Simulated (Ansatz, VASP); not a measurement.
TiPt3 in VASP and in Ansatz

```
CELL_PARAMETERS angstrom
5.58684 0.00000 0.00000
-2.79342 4.83835 0.00000
0.00000 0.00000 15.96414
ATOMIC_POSITIONS crystal
Ti 0.00000 0.00000 0.72001
Ti 0.66667 0.33333 0.85640
Ti 0.33333 0.66667 0.14360
Ti 0.00000 0.00000 0.27999
Ti 0.66667 0.33333 0.43003
Ti 0.00000 0.00000 0.00000
Ti 0.33333 0.66667 0.56997
Pt 0.83318 0.66637 0.57101
Pt 0.33363 0.16682 0.57101
Pt 0.16665 0.33331 0.85704
Pt 0.16682 0.33363 0.42899
Pt 0.16682 0.83318 0.42899
Pt 0.50035 0.00069 0.71345
Pt 0.66637 0.83318 0.42899
Pt 0.16665 0.83335 0.85704
Pt 0.66669 0.83335 0.85704
Pt 0.83335 0.16665 0.14296
Pt 0.83318 0.16682 0.57101
Pt 0.50035 0.49965 0.71345
Pt 0.33331 0.16665 0.14296
Pt 0.83335 0.66669 0.14296
Pt 0.49965 0.50035 0.28655
Pt 0.49965 0.99931 0.28655
Pt 0.50000 0.00000 0.00000
Pt 0.00069 0.50035 0.28655
Pt 0.99931 0.49965 0.71345
Pt 0.50000 0.50000 0.00000
Pt 0.00000 0.50000 0.00000
```

Alike in both runs: functional PBE; k mesh 6 × 6 × 1; occupations gaussian, width 0.1 eV; no spin polarisation.

Ansatz relaxed the structure, and its values are those at the end. VASP's run is a single point on that final structure, the one shown.

|  | VASP | Ansatz |
| --- | --- | --- |
| version | VASP 6.6.1 | Ansatz 0.2.0 |
| potentials or method | VASP PAW PBE potentials, release 64 (Ti_sv, Pt), cutoff 520 eV | scalar-relativistic, plane waves, PAW |
| valence electrons in the cell | 294 | 462 |

```csv
,VASP,Ansatz,Ansatz less VASP
gap on the k mesh at the Fermi level (eV),none,none,-
pressure (GPa),-0.6,-0.3,+0.33
rms of the force components (eV/Å),0.007,0.004,-0.0029
```

A gap of «none» marks a metal or a gap that the smearing closes. The functional is the same, so the differences come from potentials, cutoffs and numerics. VASP's potentials hold 294 valence electrons a cell and Ansatz's 462, so a difference there can come from the potentials and not from the codes.

The k mesh is coarse, so the values compare programs but aren't converged. Spin-orbit coupling is off throughout.
